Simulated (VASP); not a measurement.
C: single point with LDA

The system is C.

```xyz
2
Lattice="0.0000 1.7370 1.7370 1.7370 0.0000 1.7370 1.7370 1.7370 0.0000" Properties=species:S:1:pos:R:3 pbc="T T T"
C     1.7370    1.7370    1.7370
C     2.6055    2.6055    2.6055
```

This cell differs from its parent crystal: volume 5.241 Å^3 an atom, c/a of the conventional cell 1.0000.

| Item | Value |
| --- | --- |
| Program | VASP 6.6.1 |
| Task | single point |
| Functional | LDA |
| Potentials or basis | VASP PAW LDA potentials, release 64 (C) |
| Cutoff | 520 eV |
| k mesh | 12 × 12 × 12 |
| Occupations | gaussian, width 0.05 eV |
| Spin | no spin polarisation |
| Dipole correction | no |
| Further INCAR settings | ALGO = Normal; EDIFF = 1e-06; NBANDS = 11 |

The pressure is 27.2 GPa and the band gap on the k mesh is 4.32 eV, indirect (least direct gap 5.77 eV).

Levels at points of the mesh, in eV from the valence-band top:
```csv
k point,band 1,band 2,band 3,band 4,band 5,band 6,band 7,band 8
"(0.00, 0.00, 0.00)",-22.40,0.00,0.00,0.00,5.77,5.77,5.77,15.41
"(0.50, 0.00, 0.00)",-16.09,-14.26,-3.00,-3.00,8.72,8.72,10.12,16.12
"(0.50, 0.50, 0.00)",-13.18,-13.18,-6.78,-6.78,4.88,4.88,17.86,17.86
```

Wall time 5.1 s on 1 thread of AMD EPYC 7R13 Processor (Zen 3) (shared host), peak memory 0.08 GiB.

 A k mesh can miss the band edges.
